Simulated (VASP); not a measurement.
# Be3Fe (Pm-3m) in VASP: further runs, part 2 of 2

VASP 6.6.1. Earlier steps stand in the parts before.

### Step 4. Single point, LDA, collinear spin, ferrimagnetic start

File INCAR:

```
SYSTEM = Be3Fe
PREC     = Accurate       ! precision mode
ENCUT    = 520            ! plane-wave cutoff, eV
EDIFF    = 1E-7           ! SCF threshold, eV
ISMEAR   = -1             ! smearing method
SIGMA    = 0.1            ! smearing width, eV
LREAL    = .False.        ! projectors in reciprocal space
LASPH    = .True.         ! aspherical terms in the spheres
NELM     = 150            ! most SCF steps
ALGO     = Normal         ! electronic algorithm
ISIF     = 2              ! what is computed and relaxed
LWAVE    = .False.        ! write WAVECAR
LCHARG   = .False.        ! write CHGCAR
ISPIN    = 2              ! spin polarisation
MAGMOM   = -0.01 -0.01 -0.01 1.51 ! initial moments
LORBIT   = 11             ! projections on sites
NUPDOWN  = 1.4            ! fixed moment
LMAXMIX  = 4              ! l up to which the mixer works
GGA      = CA             ! functional
NBANDS   = 19             ! bands
```

File KPOINTS:

```
Automatic mesh
0
Gamma
  7 7 7
  0 0 0
```

File POSCAR:

```
Be3Fe
1.0
    3.2390010000      0.0000000000      0.0000000000
    0.0000000000      3.2390010000      0.0000000000
    0.0000000000      0.0000000000      3.2390010000
Be Fe
3 1
Direct
    0.0000000000      0.5000000000      0.5000000000
    0.5000000000      0.0000000000      0.5000000000
    0.5000000000      0.5000000000      0.0000000000
    0.0000000000      0.0000000000      0.0000000000
```

Potentials or basis: VASP PAW LDA potentials, release 64 (Be, Fe).

Started as:

```
$ cat potpaw_LDA.64/Be/POTCAR potpaw_LDA.64/Fe/POTCAR > POTCAR
$ mpirun -np 1 vasp_std > vasp.out
```

OUTCAR:

```text
SYSTEM = Be3Fe
   PREC = Accurate
   ENCUT = 520
   EDIFF = 1E-7
   ISMEAR = -1
   LREAL = .False.
   LASPH = .True.
   NELM = 150
   ISIF = 2
   ISPIN = 2
   LORBIT = 11
   NUPDOWN = 1.4
   GGA = CA

 ion  position               nearest neighbor table
   1  0.000  0.500  0.500-   2 2.29   3 2.29   4 2.29   3 2.29   4 2.29   2 2.29   4 2.29   4 2.29
                             2 2.29   3 2.29   3 2.29   2 2.29
   2  0.500  0.000  0.500-   1 2.29   3 2.29   4 2.29   3 2.29   4 2.29   1 2.29   3 2.29   3 2.29
                             1 2.29   4 2.29   4 2.29   1 2.29
   3  0.500  0.500  0.000-   1 2.29   2 2.29   4 2.29   1 2.29   2 2.29   2 2.29   4 2.29   2 2.29
                             1 2.29   4 2.29   1 2.29   4 2.29
   4  0.000  0.000  0.000-   1 2.29   2 2.29   3 2.29   1 2.29   2 2.29   1 2.29   3 2.29   1 2.29
                             2 2.29   3 2.29   2 2.29   3 2.29

  LATTYP: Found a simple cubic cell.
 ALAT       =     3.2390010000

  Lattice vectors:

 A1 = (   3.2390010000,   0.0000000000,   0.0000000000)
 A2 = (   0.0000000000,   3.2390010000,   0.0000000000)
 A3 = (   0.0000000000,   0.0000000000,   3.2390010000)

Analysis of symmetry for initial positions (statically):
=====================================================================
 Subroutine PRICEL returns:
[... 1080 lines left out ...]
  -------------------------------------------------------------------------------------
  Total       -1.8378790     -1.8378790     -1.8378790      0.0000000      0.0000000      0.0000000
  in kB      -86.6551242    -86.6551242    -86.6551242      0.0000000      0.0000000      0.0000000
  external PRESSURE =     -86.6551242 kB  Pullay stress =       0.0000000 kB

 VOLUME and BASIS-vectors are now :
 -----------------------------------------------------------------------------
  energy-cutoff  :      520.00
  volume of cell :       33.98
      direct lattice vectors                 reciprocal lattice vectors
     3.239001000  0.000000000  0.000000000     0.308737169  0.000000000  0.000000000
     0.000000000  3.239001000  0.000000000     0.000000000  0.308737169  0.000000000
     0.000000000  0.000000000  3.239001000     0.000000000  0.000000000  0.308737169

 POSITION                                       TOTAL-FORCE (eV/Angst)
 -----------------------------------------------------------------------------------
      0.00000      1.61950      1.61950         0.000000      0.000000      0.000000
      1.61950      0.00000      1.61950         0.000000      0.000000      0.000000
      1.61950      1.61950      0.00000         0.000000      0.000000      0.000000
      0.00000      0.00000      0.00000         0.000000      0.000000      0.000000
 -----------------------------------------------------------------------------------
    total drift:                               -0.000000      0.000000      0.000000

  FREE ENERGIE OF THE ION-ELECTRON SYSTEM (eV)
  ---------------------------------------------------
  free  energy   TOTEN  =       -22.7239359846 eV

  energy  without entropy=      -22.6641908393  energy(sigma->0) =      -22.69406341

 total charge

# of ion       s       p       d       tot
------------------------------------------
    1        0.439   0.729   0.000   1.168
    2        0.439   0.729   0.000   1.168
    3        0.439   0.729   0.000   1.168
    4        0.469   0.584   6.476   7.529
--------------------------------------------------
tot          1.787   2.770   6.476  11.032

 magnetization (x)

# of ion       s       p       d       tot
------------------------------------------
    1       -0.007  -0.004   0.000  -0.011
    2       -0.007  -0.004   0.000  -0.011
    3       -0.007  -0.004   0.000  -0.011
    4        0.029   0.014   1.351   1.394
--------------------------------------------------
tot          0.008   0.003   1.351   1.362
```

OSZICAR:

```text
N       E                     dE             d eps       ncg     rms          rms(c)
DAV:   1     0.376646630229E+02    0.37665E+02   -0.57026E+03  1576   0.717E+02
DAV:   2    -0.244614474615E+02   -0.62126E+02   -0.53452E+02  1575   0.158E+02
DAV:   3    -0.273032240015E+02   -0.28418E+01   -0.27107E+01  1927   0.362E+01
DAV:   4    -0.273316410237E+02   -0.28417E-01   -0.28311E-01  1777   0.314E+00
DAV:   5    -0.273318112337E+02   -0.17021E-03   -0.17020E-03  1720   0.281E-01    0.213E+01
DAV:   6    -0.409849760187E+02   -0.13653E+02   -0.89354E+01  1701   0.134E+02    0.483E+01
DAV:   7    -0.226826737860E+02    0.18302E+02   -0.58511E+01  1849   0.937E+01    0.691E+00
DAV:   8    -0.227464212851E+02   -0.63747E-01   -0.11043E+00  1983   0.870E+00    0.378E+00
DAV:   9    -0.227301482879E+02    0.16273E-01   -0.40476E-02  2018   0.267E+00    0.270E+00
DAV:  10    -0.227250309974E+02    0.51173E-02   -0.99225E-03  1942   0.999E-01    0.101E+00
DAV:  11    -0.227241202643E+02    0.91073E-03   -0.31262E-03  1918   0.799E-01    0.594E-01
DAV:  12    -0.227239128832E+02    0.20738E-03   -0.35622E-04  1968   0.283E-01    0.291E-01
DAV:  13    -0.227239356601E+02   -0.22777E-04   -0.44289E-05  2039   0.864E-02    0.955E-02
DAV:  14    -0.227239375172E+02   -0.18571E-05   -0.62673E-06  2192   0.232E-02    0.249E-02
DAV:  15    -0.227239363221E+02    0.11951E-05   -0.11135E-06  1925   0.122E-02    0.142E-02
DAV:  16    -0.227239359990E+02    0.32308E-06   -0.91696E-07  1876   0.787E-03    0.219E-03
DAV:  17    -0.227239359846E+02    0.14357E-07   -0.37150E-08   850   0.148E-03
   1 F= -.22723936E+02 E0= -.22694063E+02  d E =-.597451E-01  mag=     1.4000
```

Wall time 45 s (1 thread of AMD EPYC 7R13 (Zen 3), shared host); peak memory 0.11 GiB.

What came out:

| Item | Value |
| --- | --- |
| Free energy | -22.7239 eV |
| Pressure | -8.7 GPa |
| Net moment | 1.40 μB per cell |
| Site moments | Be -0.01; Fe +1.39 μB |
| Valence electrons inside the program's atomic spheres | Be 1.17; Fe 7.53 |

Caveat: the total moment is fixed, so each spin has its own Fermi level.

### Step 5. Summary

```tsv
spin	fixed moment (μB)	pressure (GPa)	moment (μB)
collinear, zero start	0.0	-10.9	0.00
collinear, ferrimagnetic start	0.7	-10.3	0.70
collinear, ferrimagnetic start	1.4	-8.7	1.40
```

Alike in all rows: task single point; level LDA; potentials or basis VASP PAW LDA potentials, release 64 (Be, Fe); cell as given; k mesh 7 × 7 × 7; cutoff (eV) 520; smearing fermi-dirac 0.1 eV.

Caveats: the total moment is fixed, so each spin has its own Fermi level.

Absolute energies hang on the potentials; compare differences alone.
